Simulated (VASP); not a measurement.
**Sn3Se: single point with PBE**

Sn3Se:

```
CELL_PARAMETERS angstrom
4.74188 0.00000 0.00000
0.00000 4.74188 0.00000
0.00000 0.00000 4.74188
ATOMIC_POSITIONS crystal
Sn 0.50000 0.50000 0.00000
Sn 0.50000 0.00000 0.50000
Sn 0.00000 0.50000 0.50000
Se 0.00000 0.00000 0.00000
```

```
Program             : VASP 6.6.1
Task                : single point
Functional          : PBE
Potentials or basis : VASP PAW PBE potentials, release 64 (Sn_d, Se)
Cutoff              : 520 eV
k mesh              : 6 × 6 × 6
Occupations         : fermi-dirac, width 0.05 eV
Spin                : no spin polarisation
```

The pressure is 0.2 GPa and the band gap on the k mesh is zero (band 24 reaches 9.21 eV, above the bottom of band 25 at 6.93 eV).

Levels at points of the mesh, in eV from the Fermi level:
```
           k point  band 21  band 22  band 23  band 24  band 25  band 26  band 27  band 28
(0.00, 0.00, 0.00)    -4.31    -4.31    -0.04    -0.04    -0.04     2.29     2.29     2.29
(0.50, 0.00, 0.00)    -3.24    -1.88    -1.77    -1.77    -0.13     1.88     2.17     2.19
(0.50, 0.50, 0.00)    -2.35    -2.02    -2.02    -0.63     0.09     0.09     0.10     3.15
(0.50, 0.50, 0.50)    -5.23    -5.23    -4.70     1.97     1.97     1.97     5.88     5.88
```

It took 57 s on 1 thread of AMD EPYC 7R43 64-Core Processor (Zen 3), on a shared host, peak memory 0.19 GiB.

Caveat: spin-orbit coupling is left out, which moves the levels of the heavy elements.
